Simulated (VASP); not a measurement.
# SnSe in VASP: notebook

The runs below take SnSe through single point, with LDA.

Program: VASP 6.6.1. These are calculated values, not measurements. Logs are shortened: lines on timing, memory, paths and dates and some standing lists are left out, and cuts for length are marked.

## (1) The cell of the first run

The cell holds a slab with vacuum, 4 atoms: a = 4.221 Å, b = 4.221 Å, c = 10.991 Å, α = 90.00°, β = 90.00°, γ = 90.00°.

## (2) Single point, LDA (strain -0.0150 x Voigt [1, 1, 0, 0, 0, 0])

INCAR

```
SYSTEM = SnSe
ALGO = Normal
EDIFF = 1E-7
ENCUT = 520
GGA = CA
ISIF = 2
ISMEAR = 0
LASPH = .True.
LCHARG = .True.
LELF = .True.
LREAL = .False.
LVHAR = .True.
LWAVE = .False.
NBANDS = 28
NELM = 60
PREC = Accurate
SIGMA = 0.05
```

KPOINTS

```
k-points
0
Gamma
  6 6 4
  0 0 0
```

POSCAR

```
SnSe
1.0
    4.2210475078      0.0000000000      0.0000000000
    0.0000000000      4.2210475078      0.0000000000
    0.0000000000      0.0000000000     10.9906921300
Sn Se
2 2
Direct
    0.5000000000      0.0000000000      0.3722291100
    0.0000000000      0.5000000000      0.6277708900
    0.5000000000      0.0000000000      0.6160394900
    0.0000000000      0.5000000000      0.3839605100
```

Potentials or basis: VASP PAW LDA potentials, release 64 (Sn_d, Se).

Command:

```bash
cat potpaw_LDA.64/Sn_d/POTCAR potpaw_LDA.64/Se/POTCAR > POTCAR
mpirun -np 1 vasp_std > vasp.out
```

OUTCAR:

```text
SYSTEM = SnSe
   EDIFF = 1E-7
   ENCUT = 520
   GGA = CA
   ISIF = 2
   ISMEAR = 0
   LASPH = .True.
   LREAL = .False.
   NELM = 60
   PREC = Accurate

 ion  position               nearest neighbor table
   1  0.500  0.000  0.372-   3 2.68   4 2.99   4 2.99   4 2.99   4 2.99
   2  0.000  0.500  0.628-   4 2.68   3 2.99   3 2.99   3 2.99   3 2.99
   3  0.500  0.000  0.616-   1 2.68   2 2.99   2 2.99   2 2.99   2 2.99
   4  0.000  0.500  0.384-   2 2.68   1 2.99   1 2.99   1 2.99   1 2.99

  LATTYP: Found a simple tetragonal cell.
 ALAT       =     4.2210475078
 C/A-ratio  =     2.6037830917

  Lattice vectors:

 A1 = (   4.2210475078,   0.0000000000,   0.0000000000)
 A2 = (   0.0000000000,   4.2210475078,   0.0000000000)
 A3 = (   0.0000000000,   0.0000000000,  10.9906921300)

Analysis of symmetry for initial positions (statically):
=====================================================================
 Subroutine PRICEL returns:
 Original cell was already a primitive cell.

 Routine SETGRP: Setting up the symmetry group for a
 simple tetragonal supercell.

 Subroutine GETGRP returns: Found 16 space group operations
 (whereof  8 operations were pure point group operations)
 out of a pool of 16 trial point group operations.

The static configuration has the point symmetry D_2d.
 The point group associated with its full space group is D_4h.

Analysis of symmetry for dynamics (positions and initial velocities):
=====================================================================
 Subroutine PRICEL returns:
 Original cell was already a primitive cell.

 Routine SETGRP: Setting up the symmetry group for a
 simple tetragonal supercell.

 Subroutine GETGRP returns: Found 16 space group operations
 (whereof  8 operations were pure point group operations)
 out of a pool of 16 trial point group operations.

The dynamic configuration has the point symmetry D_2d.
 The point group associated with its full space group is D_4h.

 Subroutine INISYM returns: Found 16 space group operations
 (whereof  8 operations are pure point group operations),
 and found     1 'primitive' translations

----------------------------------------------------------------------------------------

                                     Primitive cell

  volume of cell :     195.8238

  direct lattice vectors                    reciprocal lattice vectors
     4.221047508  0.000000000  0.000000000     0.236908018  0.000000000  0.000000000
     0.000000000  4.221047508  0.000000000     0.000000000  0.236908018  0.000000000
     0.000000000  0.000000000 10.990692130     0.000000000  0.000000000  0.090986081

  length of vectors
     4.221047508  4.221047508 10.990692130     0.236908018  0.236908018  0.090986081

  position of ions in fractional coordinates (direct lattice)
     0.500000000  0.000000000  0.372229110
     0.000000000  0.500000000  0.627770890
     0.500000000  0.000000000  0.616039490
     0.000000000  0.500000000  0.383960510

  ion indices of the primitive-cell ions
   primitive index   ion index
                 1           1
                 2           2
                 3           3
                 4           4

----------------------------------------------------------------------------------------

 KPOINTS: k-points

Automatic generation of k-mesh.
 Grid dimensions read from file:
 generate k-points for:    6    6    4

 Generating k-lattice:

  Cartesian coordinates                     Fractional coordinates (reciprocal lattice)
     0.039484670  0.000000000  0.000000000     0.166666667  0.000000000  0.000000000
     0.000000000  0.039484670  0.000000000     0.000000000  0.166666667  0.000000000
     0.000000000  0.000000000  0.022746520     0.000000000  0.000000000  0.250000000

  Length of vectors
     0.039484670  0.039484670  0.022746520

  Shift w.r.t. Gamma in fractional coordinates (k-lattice)
     0.000000000  0.000000000  0.000000000

 Subroutine IBZKPT returns following result:
 ===========================================

 Found     30 irreducible k-points:

 Following reciprocal coordinates:
            Coordinates               Weight
  0.000000  0.000000  0.000000      1.000000
  0.166667  0.000000  0.000000      4.000000
  0.333333  0.000000  0.000000      4.000000
  0.500000  0.000000  0.000000      2.000000
  0.166667  0.166667  0.000000      4.000000
  0.333333  0.166667  0.000000      8.000000
[... 16 lines left out ...]
  0.333333  0.000000  0.500000      4.000000
  0.500000  0.000000  0.500000      2.000000
 [... further k-points ...]
   k-points           NKPTS =     30   k-points in BZ     NKDIM =     30   number of bands    NBANDS=     28
   number of dos      NEDOS =    301   number of ions     NIONS =      4
   total plane-waves  NPLWV =  86016
   dimension x,y,z NGX =    32 NGY =   32 NGZ =   84
   dimension x,y,z NGXF=    64 NGYF=   64 NGZF=  168
   ions per type =               2   2
   NGX,Y,Z   is equivalent  to a cutoff of  12.60, 12.60, 12.71 a.u.
   NGXF,Y,Z  is equivalent  to a cutoff of  25.21, 25.21, 25.41 a.u.
 SYSTEM =  SnSe
   PREC   = accura    normal or accurate (medium, high low for compatibility)
   ISTART =      0    job   : 0-new  1-cont  2-samecut
   ICHARG =      2    charge: 1-file 2-atom 10-const
   ISPIN  =      1    spin polarized calculation?
   LNONCOLLINEAR =      F non collinear calculations
   LSORBIT =      F    spin-orbit coupling
   LASPH  =      T    aspherical Exc in radial PAW
   ENCUT  =  520.0 eV  38.22 Ry    6.18 a.u.   7.85  7.85 20.44*2*pi/ulx,y,z
   NELM   =     60;   NELMIN=  2; NELMDL= -5     # of ELM steps
   EDIFF  = 0.1E-06   stopping-criterion for ELM
   LREAL  =      F    real-space projection
   EDIFFG = 0.1E-05   stopping-criterion for IOM
   NSW    =      0    number of steps for IOM
   IBRION =     -1    ionic relax: 0-MD 1-quasi-New 2-CG
   NFREE  =      0    steps in history (QN), initial steepest desc. (CG)
   ISIF   =      2    stress and relaxation
   ISYM   =      2    0-nonsym 1-usesym 2-fastsym
   POTIM  = 0.5000    time-step for ionic-motion
   TEBEG  =    0.0;   TEEND  =   0.0 temperature during run
   PSTRESS=    0.0 pullay stress
   NELECT =      40.0000    total number of electrons
   NUPDOWN=      -1.0000    fix difference up-down
   EMIN   =  10.00;   EMAX   =-10.00  energy-range for DOS
   EFERMI =   0.00;   METHOD = LEGACY
   ISMEAR =     0;   SIGMA  =   0.05  broadening in eV -4-tet -1-fermi 0-gaus
   EFERMI_NEDOS =   21; number of points for ismear=-14 and -15
   IALGO  =     38    algorithm
   IMIX   =      4    mixing-type and parameters
     AMIX     =   0.40;   BMIX     =  1.00
     AMIX_MAG =   1.60;   BMIX_MAG =  1.00
  volume/ion in A,a.u.               =      48.96       330.37
  Fermi-wavevector in a.u.,A,eV,Ry     =   0.964139  1.821959 12.647486  0.929564
  Thomas-Fermi vector in A             =   2.093745
   LORBIT       =      0    0 simple, 1 ext, 2 COOP (PROOUT), +10 PAW based schemes
   GGA     = CA    functional components
   LHFCALC =     F    Hartree Fock is set to
   AEXX    =    0.0000 exact exchange contribution
   IVDW    =     0    specifies the selected vdW correction
   LEPSILON=     F    determine dielectric tensor
   LRPA    =     F    only Hartree local field effects (RPA)
 non-spin polarized calculation
 Gauss-broadening in eV      SIGMA  =   0.05
  energy-cutoff  :      520.00
  volume of cell :      195.82
 maximum number of plane-waves:      5316
 NGX is ok and might be reduce to    32
   NGX = 15   NGY = 15   NGZ = 41

 number of electron      40.0000005 magnetization

 Free energy of the ion-electron system (eV)
  ---------------------------------------------------
  ext. energy  EPLUGINS =         0.00000000
  ---------------------------------------------------
  free energy    TOTEN  =       -18.47726903 eV

  energy without entropy =      -18.47726903  energy(sigma->0) =      -18.47726903

 E-fermi :   0.9151     XC(G=0):  -6.3168

 val. band max:        0.6627356497   @ k =   0.3333   0.0000   0.5000
 cond. band min:       2.0185929954   @ k =   0.0000   0.0000   0.5000
 fundamental gap:      1.3558573457
 Fermi energy:         0.9150688143

 k-point     1 :       0.0000    0.0000    0.0000
  band No.  band energies     occupation
      1     -20.3484      2.00000
      2     -20.3427      2.00000
      3     -20.3376      2.00000
      4     -20.3365      2.00000
      5     -20.3300      2.00000
      6     -20.3161      2.00000
[... 20 lines left out ...]
     27       6.3131      0.00000
     28       6.5464      0.00000

 k-point     2 :       0.1667    0.0000    0.0000
  band No.  band energies     occupation
      1     -20.3448      2.00000
      2     -20.3396      2.00000
      3     -20.3389      2.00000
      4     -20.3343      2.00000
      5     -20.3334      2.00000
      6     -20.3161      2.00000
[... 20 lines left out ...]
     27       6.0370      0.00000
     28       6.0397      0.00000

 k-point     3 :       0.3333    0.0000    0.0000
  band No.  band energies     occupation
      1     -20.3433      2.00000
      2     -20.3399      2.00000
      3     -20.3389      2.00000
      4     -20.3317      2.00000
      5     -20.3285      2.00000
      6     -20.3164      2.00000
[... 20 lines left out ...]
     27       5.5984      0.00000
     28       7.1493      0.00000

 k-point     4 :       0.5000    0.0000    0.0000
  band No.  band energies     occupation
      1     -20.3441      2.00000
      2     -20.3441      2.00000
      3     -20.3337      2.00000
      4     -20.3337      2.00000
      5     -20.3197      2.00000
      6     -20.3197      2.00000
[... 578 lines left out ...]
     27       5.7585      0.00000
     28       6.0707      0.00000

 k-point    23 :       0.3333    0.0000    0.5000
  band No.  band energies     occupation
      1     -20.3433      2.00000
      2     -20.3399      2.00000
      3     -20.3389      2.00000
      4     -20.3317      2.00000
      5     -20.3285      2.00000
      6     -20.3164      2.00000
[... 20 lines left out ...]
     27       6.2591      0.00000
     28       6.8156      0.00000

 k-point    24 :       0.5000    0.0000    0.5000
  band No.  band energies     occupation
      1     -20.3441      2.00000
      2     -20.3441      2.00000
      3     -20.3337      2.00000
      4     -20.3337      2.00000
      5     -20.3197      2.00000
      6     -20.3197      2.00000
[... 20 lines left out ...]
     27       6.9651      0.00000
     28       6.9651      0.00000

 [... further k-points ...]

------------------------ aborting loop because EDIFF is reached ----------------------------------------

  FORCE on cell =-STRESS in cart. coord.  units (eV):
  Direction    XX          YY          ZZ          XY          YZ          ZX
  --------------------------------------------------------------------------------------
  -------------------------------------------------------------------------------------
  Total       -0.8163367     -0.8163367     -0.3517226      0.0000000      0.0000000      0.0000000
  in kB       -6.6790452     -6.6790452     -2.8776986      0.0000000      0.0000000      0.0000000
  external PRESSURE =      -5.4119297 kB  Pullay stress =       0.0000000 kB

 VOLUME and BASIS-vectors are now :
 -----------------------------------------------------------------------------
  energy-cutoff  :      520.00
  volume of cell :      195.82
      direct lattice vectors                 reciprocal lattice vectors
     4.221047508  0.000000000  0.000000000     0.236908018  0.000000000  0.000000000
     0.000000000  4.221047508  0.000000000     0.000000000  0.236908018  0.000000000
     0.000000000  0.000000000 10.990692130     0.000000000  0.000000000  0.090986081

 POSITION                                       TOTAL-FORCE (eV/Angst)
 -----------------------------------------------------------------------------------
      2.11052      0.00000      4.09106        -0.000000      0.000000      0.135502
      0.00000      2.11052      6.89964        -0.000000      0.000000     -0.135502
      2.11052      0.00000      6.77070         0.000000      0.000000      0.022852
      0.00000      2.11052      4.21999        -0.000000      0.000000     -0.022852
 -----------------------------------------------------------------------------------
    total drift:                                0.000000      0.000000      0.000000

  FREE ENERGIE OF THE ION-ELECTRON SYSTEM (eV)
  ---------------------------------------------------
  free  energy   TOTEN  =       -18.4772690265 eV

  energy  without entropy=      -18.4772690265  energy(sigma->0) =      -18.47726903
```

Wall time 3.4 min (1 thread of Intel Xeon 8259CL, shared host); peak memory 0.32 GiB.

What came out:

```yaml
Free_energy: -18.4773 eV
Largest_force: 0.136 eV/Å
Band_gap_on_the_k_mesh: 1.36 eV (least direct gap 1.46 eV)
```

Forces on the atoms (eV/Å):
```
Sn   0.000  0.000  0.136
Sn   0.000  0.000 -0.136
Se   0.000  0.000  0.023
Se   0.000  0.000 -0.023
```

Caveat: the cell differs from its parent crystal (strain -0.0150 x Voigt [1, 1, 0, 0, 0, 0]); spin-orbit coupling is left out, which moves the levels of the heavy elements.

## (3) Single point, LDA (strain -0.0100 x Voigt [1, 1, 0, 0, 0, 0])

INCAR

```
SYSTEM = SnSe
PREC = Accurate
ENCUT = 520
EDIFF = 1E-7
ISMEAR = 0
SIGMA = 0.05
LREAL = .FALSE.
LASPH = .TRUE.
NELM = 80
ALGO = Normal
ISIF = 2
LWAVE = .FALSE.
LCHARG = .FALSE.
GGA = CA
NBANDS = 28
```

KPOINTS

```
Automatic mesh
0
G
  6 6 4
  0 0 0
```

POSCAR, as its differences from that of step 2:

```diff
@@ -2,4 +2,4 @@
 1.0
-    4.2210475078      0.0000000000      0.0000000000
-    0.0000000000      4.2210475078      0.0000000000
+    4.2424741449      0.0000000000      0.0000000000
+    0.0000000000      4.2424741449      0.0000000000
     0.0000000000      0.0000000000     10.9906921300
```

Potentials or basis: VASP PAW LDA potentials, release 64 (Sn_d, Se).

Command:

```bash
cat potpaw_LDA.64/Sn_d/POTCAR potpaw_LDA.64/Se/POTCAR > POTCAR
mpirun -np 1 vasp_std > vasp.out
```

Run time: 3.3 min. Hardware: 1 thread of Intel Xeon 8259CL, shared host; peak memory 0.32 GiB.

Results (log left out):

- Free energy: -18.4668 eV
- Largest force: 0.164 eV/Å
- Band gap on the k mesh: 1.41 eV (least direct gap 1.46 eV)

Forces in eV/Å, atoms in the order of the input:
```
Sn   0.000  0.000  0.164
Sn   0.000  0.000 -0.164
Se   0.000  0.000  0.008
Se   0.000  0.000 -0.008
```

Levels at points of the mesh, in eV from the valence-band top:
```csv
k point,band 18,band 19,band 20,band 21,band 22,band 23
"(0.00, 0.00, 0.00)",-1.72,-1.72,-0.23,1.54,3.74,3.76
"(0.50, 0.00, 0.00)",-1.49,-0.18,-0.18,1.54,1.54,2.07
"(0.50, 0.50, 0.00)",-3.31,-1.67,-1.67,3.65,3.65,4.64
"(0.00, 0.00, 0.50)",-1.72,-1.72,-0.23,1.41,3.75,4.51
"(0.50, 0.00, 0.50)",-1.49,-0.18,-0.18,1.54,1.54,2.07
"(0.50, 0.50, 0.50)",-3.31,-1.67,-1.67,3.62,3.62,4.70
```

Caveat: the cell differs from its parent crystal (strain -0.0100 x Voigt [1, 1, 0, 0, 0, 0]); spin-orbit coupling is left out, which moves the levels of the heavy elements.

## (4) Single point, LDA (strain -0.0050 x Voigt [1, 1, 0, 0, 0, 0])

INCAR

```
SYSTEM = SnSe
ALGO     = Normal         ! electronic algorithm
EDIFF    = 1E-7           ! SCF threshold, eV
ENCUT    = 520            ! plane-wave cutoff, eV
GGA      = CA             ! functional
ISIF     = 2              ! what is computed and relaxed
ISMEAR   = 0              ! smearing method
LASPH    = .True.         ! aspherical terms in the spheres
LCHARG   = .False.        ! write CHGCAR
LREAL    = .False.        ! projectors in reciprocal space
LWAVE    = .False.        ! write WAVECAR
NBANDS   = 28             ! bands
NELM     = 100            ! most SCF steps
PREC     = Accurate       ! precision mode
SIGMA    = 0.05           ! smearing width, eV
```

KPOINTS

```
k-points
0
Gamma
  6 6 4
  0 0 0
```

POSCAR, as its differences from that of step 3:

```diff
@@ -2,4 +2,4 @@
 1.0
-    4.2424741449      0.0000000000      0.0000000000
-    0.0000000000      4.2424741449      0.0000000000
+    4.2639007820      0.0000000000      0.0000000000
+    0.0000000000      4.2639007820      0.0000000000
     0.0000000000      0.0000000000     10.9906921300
```

Command:

```bash
cat potpaw_LDA.64/Sn_d/POTCAR potpaw_LDA.64/Se/POTCAR > POTCAR
mpirun -np 1 vasp_std > vasp.out
```

Run time: 3.4 min. Hardware: 1 thread of Intel Xeon 8259CL, shared host; peak memory 0.32 GiB.

The run converged. Its results:

```yaml
Free_energy: -18.4516 eV
Largest_force: 0.192 eV/Å
Band_gap_on_the_k_mesh: 1.46 eV
```

Forces on the atoms (eV/Å):
```
Sn   0.000  0.000  0.192
Sn   0.000  0.000 -0.192
Se   0.000  0.000 -0.007
Se   0.000  0.000  0.007
```

Levels at points of the mesh, in eV from the valence-band top:
```
           k point  band 16  band 17  band 18  band 19  band 20  band 21  band 22  band 23  band 24  band 25
(0.00, 0.00, 0.00)    -2.99    -2.99    -1.66    -1.66    -0.21     1.60     3.79     3.80     4.46     4.46
(0.50, 0.00, 0.00)    -2.24    -1.45    -1.45    -0.19    -0.19     1.54     1.54     2.09     2.09     3.13
(0.50, 0.50, 0.00)    -4.78    -3.22    -3.22    -1.63    -1.63     3.68     3.68     4.69     4.69     5.02
(0.00, 0.00, 0.50)    -2.99    -2.99    -1.66    -1.66    -0.21     1.46     3.79     4.46     4.46     4.71
(0.50, 0.00, 0.50)    -2.23    -1.45    -1.45    -0.19    -0.19     1.54     1.54     2.09     2.09     3.06
(0.50, 0.50, 0.50)    -4.78    -3.22    -3.22    -1.63    -1.63     3.65     3.65     4.75     4.75     4.99
```

Caveat: the cell differs from its parent crystal (strain -0.0050 x Voigt [1, 1, 0, 0, 0, 0]); spin-orbit coupling is left out, which moves the levels of the heavy elements.

[end of part 1 of 2]
